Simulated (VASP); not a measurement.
Here is a VASP 6.6.1 calculation.

Contents of INCAR:

```
SYSTEM = W
PREC = Accurate
ENCUT = 600
EDIFF = 1E-6
ISMEAR = 0
SIGMA = 0.1
LREAL = .False.
LASPH = .True.
NELM = 80
ALGO = Fast
ISIF = 3
LWAVE = .False.
LCHARG = .False.
GGA = PS
IBRION = 2
NSW = 100
EDIFFG = -0.002
```

Contents of KPOINTS:

```
Automatic mesh
0
Gamma
  16 16 16
  0 0 0
```

POSCAR

```
W
1.0
   -1.5777232505      1.5777232505      1.5777232505
    1.5777232505     -1.5777232505      1.5777232505
    1.5777232505      1.5777232505     -1.5777232505
W
1
Direct
    0.0000000000      0.0000000000      0.0000000000
```

Potentials or basis: VASP PAW PBE potentials, release 64 (W_sv).

The run is started by

```sh
$ cat potpaw_PBE.64/W_sv/POTCAR > POTCAR
$ mpirun -np 1 vasp_std > vasp.out
```

Estimate the band gap on the k mesh.

zero (band 7 reaches 16.65 eV, above the bottom of band 8 at 10.16 eV).

Final structure:
```
W
1.0
    -1.57772    1.57772    1.57772
     1.57772   -1.57772    1.57772
     1.57772    1.57772   -1.57772
W
1
Direct
  0.00000 0.00000 0.00000
```

Caveat: the relaxation stopped at its first step, so nothing moved; spin-orbit coupling is left out, which moves the levels of the heavy elements.
